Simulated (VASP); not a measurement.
# Rb (P6/mmm) in VASP: a series of runs, part 2 of 2

VASP 6.6.1. Earlier steps stand in the parts before.

## (3) Single point, PBE

File INCAR:

```
PREC = Accurate
ENCUT = 520
EDIFF = 1E-7
ISMEAR = -1
SIGMA = 0.08
LREAL = False
LASPH = True
NELM = 60
ALGO = Normal
ISIF = 2
LWAVE = False
LCHARG = False
GGA = PE
NBANDS = 10
```

File KPOINTS:

```
regular mesh
0
Gamma
  10 10 9
```

File POSCAR:

```
Rb
1.0
    4.6764455201      0.0000000000      0.0000000000
   -2.3382227601      4.0499206198      0.0000000000
    0.0000000000      0.0000000000      4.3838772868
Rb
1
Direct
    0.0000000000      0.0000000000      0.0000000000
```

Potentials or basis: VASP PAW PBE potentials, release 64 (Rb_sv).

Command:

```sh
cat potpaw_PBE.64/Rb_sv/POTCAR > POTCAR
mpirun -np 1 vasp_std > vasp.out
```

OUTCAR:

```text
PREC = Accurate
   ENCUT = 520
   EDIFF = 1E-7
   ISMEAR = -1
   LREAL = False
   LASPH = True
   NELM = 60
   ISIF = 2
   GGA = PE

 ion  position               nearest neighbor table
   1  0.000  0.000  0.000-

  LATTYP: Found a hexagonal cell.
 ALAT       =     4.6764455201
 C/A-ratio  =     0.9374379041

  Lattice vectors:

 A1 = (   4.6764455201,   0.0000000000,   0.0000000000)
 A2 = (  -2.3382227601,   4.0499206198,   0.0000000000)
 A3 = (   0.0000000000,   0.0000000000,   4.3838772868)

Analysis of symmetry for initial positions (statically):
=====================================================================
 Subroutine PRICEL returns:
 Original cell was already a primitive cell.

 Routine SETGRP: Setting up the symmetry group for a
 hexagonal supercell.

 Subroutine GETGRP returns: Found 24 space group operations
 (whereof 24 operations were pure point group operations)
 out of a pool of 24 trial point group operations.

The static configuration has the point symmetry D_6h.

Analysis of symmetry for dynamics (positions and initial velocities):
=====================================================================
 Subroutine PRICEL returns:
 Original cell was already a primitive cell.

 Routine SETGRP: Setting up the symmetry group for a
 hexagonal supercell.

 Subroutine GETGRP returns: Found 24 space group operations
 (whereof 24 operations were pure point group operations)
 out of a pool of 24 trial point group operations.

The dynamic configuration has the point symmetry D_6h.

 Subroutine INISYM returns: Found 24 space group operations
 (whereof 24 operations are pure point group operations),
 and found     1 'primitive' translations

----------------------------------------------------------------------------------------
[... 106 lines left out ...]
   ISMEAR =    -1;   SIGMA  =   0.08  broadening in eV -4-tet -1-fermi 0-gaus
   EFERMI_NEDOS =   21; number of points for ismear=-14 and -15
   IALGO  =     38    algorithm
   IMIX   =      4    mixing-type and parameters
     AMIX     =   0.40;   BMIX     =  1.00
     AMIX_MAG =   1.60;   BMIX_MAG =  1.00
  volume/ion in A,a.u.               =      83.03       560.30
  Fermi-wavevector in a.u.,A,eV,Ry     =   0.780576  1.475075  8.290023  0.609299
  Thomas-Fermi vector in A             =   1.883916
   LORBIT       =      0    0 simple, 1 ext, 2 COOP (PROOUT), +10 PAW based schemes
   GGA     = PE    functional components
   LHFCALC =     F    Hartree Fock is set to
   AEXX    =    0.0000 exact exchange contribution
   IVDW    =     0    specifies the selected vdW correction
   LEPSILON=     F    determine dielectric tensor
   LRPA    =     F    only Hartree local field effects (RPA)
 non-spin polarized calculation
  energy-cutoff  :      520.00
  volume of cell :       83.03
 maximum number of plane-waves:      2256
 NGX is ok and might be reduce to    36
   NGX = 17   NGY = 17   NGZ = 17

 number of electron       9.0000000 magnetization

 Free energy of the ion-electron system (eV)
  ---------------------------------------------------
  ext. energy  EPLUGINS =         0.00000000
  ---------------------------------------------------
  free energy    TOTEN  =        -0.87745911 eV

  energy without entropy =       -0.85775474  energy(sigma->0) =       -0.86760692

 E-fermi :   0.2504     XC(G=0):  -5.6869

 val. band max:        0.2277356664   @ k =   0.4000   0.1000   0.0000
 cond. band min:       0.2621523263   @ k =   0.2000   0.0000   0.4444
 fundamental gap:      0.0344166599
 Fermi energy:         0.2504006287

 k-point     1 :       0.0000    0.0000    0.0000
  band No.  band energies     occupation
      1     -28.7151      2.00000
      2     -12.7339      2.00000
      3     -12.7339      2.00000
      4     -12.7275      2.00000
      5      -1.8516      2.00000
      6       2.6602      0.00000
      7       3.8955      0.00000
      8       3.8955      0.00000
      9       6.5199      0.00000
     10       6.5486      0.00000
[... 287 lines left out ...]
 k-point    24 :       0.4000    0.1000    0.1111
  band No.  band energies     occupation
      1     -28.7065      2.00000
      2     -12.8786      2.00000
      3     -12.7766      2.00000
      4     -12.7326      2.00000
      5       0.3358      0.51163
      6       1.1709      0.00002
      7       2.7383      0.00000
      8       4.3399      0.00000
      9       4.9927      0.00000
     10       6.0888      0.00000

 [... further k-points ...]
[... 5 lines left out ...]
  --------------------------------------------------------------------------------------
  -------------------------------------------------------------------------------------
  Total        0.2231777      0.2231777      0.2225842     -0.0000000      0.0000000      0.0000000
  in kB        4.3066605      4.3066605      4.2952065     -0.0000000      0.0000000      0.0000000
  external PRESSURE =       4.3028425 kB  Pullay stress =       0.0000000 kB

 VOLUME and BASIS-vectors are now :
 -----------------------------------------------------------------------------
  energy-cutoff  :      520.00
  volume of cell :       83.03
      direct lattice vectors                 reciprocal lattice vectors
     4.676445520  0.000000000  0.000000000     0.213837624  0.123459210  0.000000000
    -2.338222760  4.049920620  0.000000000     0.000000000  0.246918420  0.000000000
     0.000000000  0.000000000  4.383877287     0.000000000  0.000000000  0.228108575

 POSITION                                       TOTAL-FORCE (eV/Angst)
 -----------------------------------------------------------------------------------
      0.00000      0.00000      0.00000         0.000000      0.000000      0.000000
 -----------------------------------------------------------------------------------
    total drift:                                0.000000     -0.000000     -0.000000

  FREE ENERGIE OF THE ION-ELECTRON SYSTEM (eV)
  ---------------------------------------------------
  free  energy   TOTEN  =        -0.8774591075 eV

  energy  without entropy=       -0.8577547380  energy(sigma->0) =       -0.86760692
```

OSZICAR:

```text
N       E                     dE             d eps       ncg     rms          rms(c)
DAV:   1     0.413945665170E+02    0.41395E+02   -0.33892E+03  1400   0.665E+02
DAV:   2     0.165651025724E+01   -0.39738E+02   -0.38878E+02  1548   0.127E+02
DAV:   3    -0.776470902544E+00   -0.24330E+01   -0.24264E+01  1922   0.311E+01
DAV:   4    -0.875474358243E+00   -0.99003E-01   -0.98797E-01  1916   0.541E+00
DAV:   5    -0.877877343813E+00   -0.24030E-02   -0.24028E-02  1988   0.716E-01    0.137E+00
DAV:   6    -0.877194749956E+00    0.68259E-03   -0.26129E-03  1862   0.284E-01    0.842E-01
DAV:   7    -0.877362447960E+00   -0.16770E-03   -0.45663E-03  1830   0.371E-01    0.608E-02
DAV:   8    -0.877448474704E+00   -0.86027E-04   -0.22762E-04  1724   0.119E-01    0.192E-02
DAV:   9    -0.877459793564E+00   -0.11319E-04   -0.12686E-05  1774   0.251E-02    0.604E-03
DAV:  10    -0.877459050529E+00    0.74304E-06   -0.64908E-06  1696   0.141E-02    0.805E-04
DAV:  11    -0.877459107495E+00   -0.56967E-07   -0.35496E-07  1996   0.334E-03
   1 F= -.87745911E+00 E0= -.86760692E+00  d E =-.197044E-01
```

stdout:

```text
POSCAR found type information on POSCAR Rb
 POSCAR found :  1 types and       1 ions
 scaLAPACK will be used
 LDA part: xc-table for (Slater+PW92), standard interpolation
 POSCAR, INCAR and KPOINTS ok, starting setup
 FFT: planning ... GRIDC
 FFT: planning ... GRID_SOFT
 FFT: planning ... GRID
 WAVECAR not read
 entering main loop
```

Wall time 14 s (1 thread of Intel Xeon 6975P-C (Granite Rapids), shared host); peak memory 0.22 GiB.

Results:

```yaml
Free_energy: -0.8775 eV
Pressure: 0.4 GPa
Band_gap_on_the_k_mesh: zero (an odd number of electrons rules out a gap without spin polarisation)
```

Levels at points of the mesh, in eV from the Fermi level:
```
           k point  band 2  band 3  band 4  band 5  band 6  band 7  band 8  band 9
(0.00, 0.00, 0.00)  -12.98  -12.98  -12.98   -2.10    2.41    3.65    3.65    6.27
(0.50, 0.00, 0.00)  -13.14  -13.02  -12.96    0.09    0.65    2.46    4.40    5.38
```

## (4) Relaxation of cell and atoms, PBE, target pressure 0.43 GPa, at which the enthalpy is minimised

File INCAR:

```
SYSTEM = Rb
PREC = Accurate ; ENCUT = 600
EDIFF = 1E-6 ; ISMEAR = -1
SIGMA = 0.08 ; LREAL = .False.
LASPH = .True. ; NELM = 60
ALGO = Normal ; ISIF = 3
LWAVE = .False. ; LCHARG = .False.
GGA = PE ; IBRION = 2
NSW = 32 ; EDIFFG = -0.005
PSTRESS = 4.3
```

File KPOINTS:

```
Automatic mesh
0
Gamma
  10 10 9
  0 0 0
```

POSCAR is that of step 3.

Potentials or basis: VASP PAW PBE potentials, release 64 (Rb_sv).

Command:

```sh
cat potpaw_PBE.64/Rb_sv/POTCAR > POTCAR
mpirun -np 1 vasp_std > vasp.out
```

OUTCAR:

```text
SYSTEM = Rb
   PREC = Accurate
   ENCUT = 600
   EDIFF = 1E-6
   ISMEAR = -1
   LREAL = .False.
   LASPH = .True.
   NELM = 60
   ISIF = 3
   GGA = PE
   IBRION = 2
   NSW = 32
   EDIFFG = -0.005
   PSTRESS = 4.3

 ion  position               nearest neighbor table
   1  0.000  0.000  0.000-

  LATTYP: Found a hexagonal cell.
 ALAT       =     4.6764455201
 C/A-ratio  =     0.9374379041

  Lattice vectors:

 A1 = (   4.6764455201,   0.0000000000,   0.0000000000)
 A2 = (  -2.3382227601,   4.0499206198,   0.0000000000)
 A3 = (   0.0000000000,   0.0000000000,   4.3838772868)

Analysis of symmetry for initial positions (statically):
=====================================================================
 Subroutine PRICEL returns:
 Original cell was already a primitive cell.

 Routine SETGRP: Setting up the symmetry group for a
 hexagonal supercell.

 Subroutine GETGRP returns: Found 24 space group operations
 (whereof 24 operations were pure point group operations)
 out of a pool of 24 trial point group operations.

The static configuration has the point symmetry D_6h.

Analysis of symmetry for dynamics (positions and initial velocities):
=====================================================================
 Subroutine PRICEL returns:
 Original cell was already a primitive cell.

 Routine SETGRP: Setting up the symmetry group for a
 hexagonal supercell.

 Subroutine GETGRP returns: Found 24 space group operations
 (whereof 24 operations were pure point group operations)
 out of a pool of 24 trial point group operations.

The dynamic configuration has the point symmetry D_6h.

 Subroutine INISYM returns: Found 24 space group operations
 (whereof 24 operations are pure point group operations),
[... 108 lines left out ...]
   EFERMI =   0.00;   METHOD = LEGACY
   ISMEAR =    -1;   SIGMA  =   0.08  broadening in eV -4-tet -1-fermi 0-gaus
   EFERMI_NEDOS =   21; number of points for ismear=-14 and -15
   IALGO  =     38    algorithm
   IMIX   =      4    mixing-type and parameters
     AMIX     =   0.40;   BMIX     =  1.00
     AMIX_MAG =   1.60;   BMIX_MAG =  1.00
  volume/ion in A,a.u.               =      83.03       560.30
  Fermi-wavevector in a.u.,A,eV,Ry     =   0.780576  1.475075  8.290023  0.609299
  Thomas-Fermi vector in A             =   1.883916
   LORBIT       =      0    0 simple, 1 ext, 2 COOP (PROOUT), +10 PAW based schemes
   GGA     = PE    functional components
   LHFCALC =     F    Hartree Fock is set to
   AEXX    =    0.0000 exact exchange contribution
   IVDW    =     0    specifies the selected vdW correction
   LEPSILON=     F    determine dielectric tensor
   LRPA    =     F    only Hartree local field effects (RPA)
 conjugate gradient relaxation of ions
 non-spin polarized calculation
  energy-cutoff  :      600.00
  volume of cell :       83.03
 maximum number of plane-waves:      2795
 NGX is ok and might be reduce to    40
   NGX = 19   NGY = 19   NGZ = 17

 number of electron       9.0000000 magnetization

 Free energy of the ion-electron system (eV)
  ---------------------------------------------------
  ext. energy  EPLUGINS =         0.00000000
  ---------------------------------------------------
  free energy    TOTEN  =        -0.87743063 eV

  energy without entropy =       -0.85772669  energy(sigma->0) =       -0.86757866

 E-fermi :   0.2503     XC(G=0):  -5.6869

 val. band max:        0.2276335841   @ k =   0.4000   0.1000   0.0000
 cond. band min:       0.2620567293   @ k =   0.2000   0.0000   0.4444
 fundamental gap:      0.0344231452
 Fermi energy:         0.2503086631

 k-point     1 :       0.0000    0.0000    0.0000
  band No.  band energies     occupation
      1     -28.7151      2.00000
      2     -12.7339      2.00000
      3     -12.7339      2.00000
      4     -12.7274      2.00000
      5      -1.8517      2.00000
      6       2.6601      0.00000
      7       3.8955      0.00000
      8       3.8955      0.00000
[... 243 lines left out ...]
 k-point    24 :       0.4000    0.1000    0.1111
  band No.  band energies     occupation
      1     -28.7065      2.00000
      2     -12.8786      2.00000
      3     -12.7765      2.00000
      4     -12.7326      2.00000
      5       0.3357      0.51166
      6       1.1708      0.00002
      7       2.7382      0.00000
      8       4.3398      0.00000

 [... further k-points ...]
[... 5 lines left out ...]
  --------------------------------------------------------------------------------------
  -------------------------------------------------------------------------------------
  Total        0.2236236      0.2236236      0.2230620     -0.0000000      0.0000000     -0.0000000
  in kB        4.3152639      4.3152639      4.3044283     -0.0000000      0.0000000     -0.0000000
  external PRESSURE =       0.0116520 kB  Pullay stress =       4.3000000 kB

 VOLUME and BASIS-vectors are now :
 -----------------------------------------------------------------------------
  energy-cutoff  :      600.00
  volume of cell :       83.03
      direct lattice vectors                 reciprocal lattice vectors
     4.676445520  0.000000000  0.000000000     0.213837624  0.123459210  0.000000000
    -2.338222760  4.049920620  0.000000000     0.000000000  0.246918420  0.000000000
     0.000000000  0.000000000  4.383877287     0.000000000  0.000000000  0.228108575

 POSITION                                       TOTAL-FORCE (eV/Angst)
 -----------------------------------------------------------------------------------
      0.00000      0.00000      0.00000         0.000000      0.000000      0.000000
 -----------------------------------------------------------------------------------
    total drift:                                0.000000     -0.000000      0.000000

  FREE ENERGIE OF THE ION-ELECTRON SYSTEM (eV)
  ---------------------------------------------------
  free  energy   TOTEN  =        -0.8774306315 eV

  energy  without entropy=       -0.8577266920  energy(sigma->0) =       -0.86757866

  enthalpy is  TOTEN    =        -0.6545980702 eV   P V=        0.2228325613

 reached required accuracy - stopping structural energy minimisation
```

OSZICAR:

```text
N       E                     dE             d eps       ncg     rms          rms(c)
DAV:   1     0.474402130099E+02    0.47440E+02   -0.37465E+03  1120   0.936E+02
DAV:   2     0.162615530285E+01   -0.45814E+02   -0.44499E+02  1288   0.143E+02
DAV:   3    -0.800448570846E+00   -0.24266E+01   -0.24193E+01  1440   0.390E+01
DAV:   4    -0.877609151357E+00   -0.77161E-01   -0.76682E-01  1968   0.542E+00
DAV:   5    -0.877883643507E+00   -0.27449E-03   -0.27448E-03  1528   0.292E-01    0.137E+00
DAV:   6    -0.877174625744E+00    0.70902E-03   -0.25016E-03  1872   0.324E-01    0.844E-01
DAV:   7    -0.877331857988E+00   -0.15723E-03   -0.47207E-03  1424   0.458E-01    0.595E-02
DAV:   8    -0.877418422249E+00   -0.86564E-04   -0.19356E-04  1760   0.130E-01    0.227E-02
DAV:   9    -0.877431638421E+00   -0.13216E-04   -0.13433E-05  1640   0.331E-02    0.627E-03
DAV:  10    -0.877430594801E+00    0.10436E-05   -0.79422E-06  1624   0.186E-02    0.646E-04
DAV:  11    -0.877430631486E+00   -0.36685E-07   -0.17673E-07  1104   0.349E-03
   1 F= -.65459807E+00 E0= -.64474610E+00  d E =-.654598E+00
```

CONTCAR:

```text
Rb
   1.00000000000000
     4.6764455200999997    0.0000000000000000    0.0000000000000000
    -2.3382227600999999    4.0499206198000000    0.0000000000000000
     0.0000000000000000    0.0000000000000000    4.3838772867999998
  Rb
     1
Direct
     0.0000000000000000    0.0000000000000000    0.0000000000000000

  0.00000000E+00  0.00000000E+00  0.00000000E+00
```

It took 16 s on 1 thread of Intel Xeon 6975P-C (Granite Rapids), shared host; peak memory 0.25 GiB.

What came out:

- Free energy: -0.8774 eV
- Pressure after relaxing: 0.4 GPa
- Band gap on the k mesh: zero (an odd number of electrons rules out a gap without spin polarisation)

Final structure:
```yaml
crystal:
  lattice:
    - [4.67645, 0.00000, 0.00000]
    - [-2.33822, 4.04992, 0.00000]
    - [0.00000, 0.00000, 4.38388]
  atoms:
    - { symbol: Rb, position: [0.00000, 0.00000, 0.00000] }
```

Caveat: the relaxation stopped at its first step, so nothing moved; the cell is relaxed towards a set pressure, so the run minimises the enthalpy, not the energy.
